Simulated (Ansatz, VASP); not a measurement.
# ZnS in VASP and in Ansatz

The input INCAR:

```
PREC = Accurate
ENCUT = 520
EDIFF = 1E-8
ISMEAR = 0
SIGMA = 0.01
LREAL = Auto
LASPH = True
NELM = 80
ALGO = Normal
ISIF = 2
LWAVE = False
LCHARG = False
GGA = PE
LEFG = True
NBANDS = 86
```

File KPOINTS:

```
regular mesh
0
Gamma
  3 3 3
```

POSCAR

```
ZnS
1.0
    0.0000000000      5.4040000000      5.4040000000
    5.4040000000      0.0000000000      5.4040000000
    5.4040000000      5.4040000000      0.0000000000
Zn S
8 8
Direct
    0.1250000000      0.1250000000      0.1250000000
    0.1250000000      0.1250000000      0.6250000000
    0.1250000000      0.6250000000      0.1250000000
    0.1250000000      0.6250000000      0.6250000000
    0.6250000000      0.1250000000      0.1250000000
    0.6250000000      0.1250000000      0.6250000000
    0.6250000000      0.6250000000      0.1250000000
    0.6250000000      0.6250000000      0.6250000000
    0.0000000000      0.0000000000      0.0000000000
    0.0000000000      0.0000000000      0.5000000000
    0.0000000000      0.5000000000      0.0000000000
    0.0000000000      0.5000000000      0.5000000000
    0.5000000000      0.0000000000      0.0000000000
    0.5000000000      0.0000000000      0.5000000000
    0.5000000000      0.5000000000      0.0000000000
    0.5000000000      0.5000000000      0.5000000000
```

Input for Ansatz:

```yaml
crystal:
  lattice:
    - [0.0, 5.404, 5.404]
    - [5.404, 0.0, 5.404]
    - [5.404, 5.404, 0.0]
  atoms:
    - { symbol: Zn, position: [0.125, 0.125, 0.125] }
    - { symbol: Zn, position: [0.125, 0.125, 0.625] }
    - { symbol: Zn, position: [0.125, 0.625, 0.125] }
    - { symbol: Zn, position: [0.125, 0.625, 0.625] }
    - { symbol: Zn, position: [0.625, 0.125, 0.125] }
    - { symbol: Zn, position: [0.625, 0.125, 0.625] }
    - { symbol: Zn, position: [0.625, 0.625, 0.125] }
    - { symbol: Zn, position: [0.625, 0.625, 0.625] }
    - { symbol: S, position: [0.0, 0.0, 0.0] }
    - { symbol: S, position: [0.0, 0.0, 0.5] }
    - { symbol: S, position: [0.0, 0.5, 0.0] }
    - { symbol: S, position: [0.0, 0.5, 0.5] }
    - { symbol: S, position: [0.5, 0.0, 0.0] }
    - { symbol: S, position: [0.5, 0.0, 0.5] }
    - { symbol: S, position: [0.5, 0.5, 0.0] }
    - { symbol: S, position: [0.5, 0.5, 0.5] }
kpoints:
  mp_grid: { grid: [3, 3, 3] }
scf:
  occupations: { method: fixed }
hamiltonian:
  xc: pbe
  pseudopotentials: { kind: paw }
output:
  forces: true
  efg:
    quadrupole_moments_barn: { Zn: 0.122, S: -0.0694 }
    contact_densities: true
  core_levels:
    shells: { S: "2p", Zn: "2p" }
    counted_from: valence_top
    eps_inf: [5.909, 5.909, 5.909]
    add_spin: false
```

Alike in both runs: task electric field gradients; functional PBE; k mesh 3 × 3 × 3; no spin polarisation.

|  | VASP | Ansatz |
| --- | --- | --- |
| version | VASP 6.6.1 | Ansatz 0.2.0 |
| potentials or method | VASP PAW PBE potentials, release 64 (Zn, S) | plane-wave PAW, scalar-relativistic |
| plane-wave cutoff (eV) | 520 | 420 |
| occupations | gaussian, width 0.01 eV | fixed |
| valence electrons in the cell | 144 | 144 |

|  | VASP | Ansatz | Ansatz less VASP |
| --- | --- | --- | --- |
| gap on the k mesh at the Fermi level (eV) | 2.11 | 2.11 | -0.006 |
